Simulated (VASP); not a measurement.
Input of a VASP 6.6.1 run:

File INCAR:

```
ALGO     = Normal         # electronic algorithm
EDIFF    = 1E-7           # SCF threshold, eV
ENCUT    = 520            # plane-wave cutoff, eV
GGA      = PE             # functional
ISIF     = 2              # what is computed and relaxed
ISMEAR   = 0              # smearing method
LASPH    = True           # aspherical terms in the spheres
LCHARG   = False          # write CHGCAR
LREAL    = False          # projectors in reciprocal space
LWAVE    = False          # write WAVECAR
NBANDS   = 12             # bands
NELM     = 80             # most SCF steps
PREC     = Accurate       # precision mode
SIGMA    = 0.02           # smearing width, eV
```

The input KPOINTS:

```
k-points
0
Gamma
  10 10 10
```

POSCAR

```
LiF
1.0
    0.0000000000      2.0129917762      2.0129917762
    2.0129917762      0.0000000000      2.0129917762
    2.0129917762      2.0129917762      0.0000000000
Li F
1 1
Direct
    0.0000000000      0.0000000000      0.0000000000
    0.5000000000      0.5000000000      0.5000000000
```

Potentials or basis: VASP PAW PBE potentials, release 64 (Li_sv, F).

The run is started by

```console
$ cat potpaw_PBE.64/Li_sv/POTCAR potpaw_PBE.64/F/POTCAR > POTCAR
$ mpirun -np 1 vasp_std > vasp.out
```

**Question.** What does it give for the band gap on the k mesh?

**Answer.** 9.10 eV, direct.

 A k mesh can miss the band edges.
